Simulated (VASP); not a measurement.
Here is a VASP 6.6.1 calculation.

Contents of INCAR:

```
ALGO = Normal
EDIFF = 1E-8
ENCUT = 400
GGA = PE
GGA_COMPAT = False
ISIF = 2
ISMEAR = -1
LASPH = True
LCHARG = False
LEFG = True
LREAL = False
LWAVE = False
NBANDS = 12
NELM = 120
PREC = Accurate
SIGMA = 0.05
```

The input KPOINTS:

```
k-points
0
Gamma
  15 15 15
```

Contents of POSCAR:

```
Ta
1.0
   -1.6347672000      1.6347672000      1.6512800000
    1.6347672000     -1.6347672000      1.6512800000
    1.6347672000      1.6347672000     -1.6512800000
Ta
1
Direct
    0.0000000000      0.0000000000      0.0000000000
```

Potentials or basis: VASP PAW PBE potentials, release 64 (Ta_pv).

Command:

```sh
$ cat potpaw_PBE.64/Ta_pv/POTCAR > POTCAR
$ mpirun -np 1 vasp_std > vasp.out
```

Question: What does it give for the band gap on the k mesh?

Answer: Zero (an odd number of electrons rules out a gap without spin polarisation).

Question: Predict the pressure.

Answer: 7.3 GPa.

Stress tensor (GPa, compression positive):
```
7.72 0.00 0.00
0.00 7.72 0.00
0.00 0.00 6.41
```

Caveat: the cell differs from its parent crystal (x and y stretched by -1 %, z held); the cell stands under pressure; without QUAD_EFG the Cq values of the log hold for a quadrupole moment of 1 mb, not for the nuclei; spin-orbit coupling is left out, which moves the levels of the heavy elements.
